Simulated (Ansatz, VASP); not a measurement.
W in VASP and in Ansatz

Contents of POSCAR:

```
W
1.0
    0.0000000000      2.0090645739      2.0090645739
    2.0090645739      0.0000000000      2.0090645739
    2.0090645739      2.0090645739      0.0000000000
W
1
Direct
    0.0000000000      0.0000000000      0.0000000000
```

File INCAR.step1:

```
SYSTEM = W
  PREC = Accurate
  ENCUT = 520
  ISMEAR = -1
  SIGMA = 0.1
  LREAL = .False.
  LASPH = .True.
  NELM = 80
  NBANDS = 13
  GGA = PE
  ALGO = Normal
  EDIFF = 1E-4
  LWAVE = .True.
  LCHARG = .False.
```

File INCAR.step2:

```
SYSTEM = W
  PREC = Accurate
  ENCUT = 520
  EDIFF = 1E-6
  ISMEAR = -1
  SIGMA = 0.1
  LREAL = .False.
  LASPH = .True.
  NELM = 80
  ALGO = Normal
  ISIF = 2
  LWAVE = .False.
  LCHARG = .False.
  METAGGA = R2SCAN
  LMIXTAU = .True.
  NBANDS = 13
  ISTART = 1
```

File KPOINTS:

```
regular mesh
0
Gamma
  15 15 15
  0 0 0
```

Input for Ansatz:

```yaml
crystal:
  lattice:
    - [0.0, 2.0090645739, 2.0090645739]
    - [2.0090645739, 0.0, 2.0090645739]
    - [2.0090645739, 2.0090645739, 0.0]
  atoms:
    - { symbol: W, position: [0.0, 0.0, 0.0] }
hamiltonian:
  xc: r2scan
  pseudopotentials:
    kind: paw
    azcp:
      W: "pseudopotentials/W.paw.azcp"
basis:
  ecutwfc: 500
  fft_grid_basis: typed
kpoints:
  mp_grid: { grid: [15, 15, 15], shift: [0, 0, 0] }
magnetization:
  spin_polarized: false
scf:
  occupations: { method: fermi_dirac, width: 0.1 }
  lower_state_search: "off"
output:
  stress: true
  write_density: true
  write_potential: true
  elf: true
  volumetric_format: npy
```

Alike in both runs: task single point; functional r2SCAN; k mesh 15 × 15 × 15; occupations fermi-dirac, width 0.1 eV; no spin polarisation.

```csv
,VASP,Ansatz
version,VASP 6.6.1,Ansatz 0.2.0
potentials or method,"VASP PAW PBE potentials, release 64 (W_sv), cutoff 520 eV","plane waves (500 eV) with PAW, scalar-relativistic"
valence electrons in the cell,14,14
```

```tsv
	VASP	Ansatz	Ansatz less VASP
pressure (GPa)	0.9	-0.3	-1.14
```

VASP's potentials were made for PBE, not for r2SCAN. The functional is the same, so the differences come from potentials, cutoffs and numerics.

Neither program's run includes spin-orbit coupling.
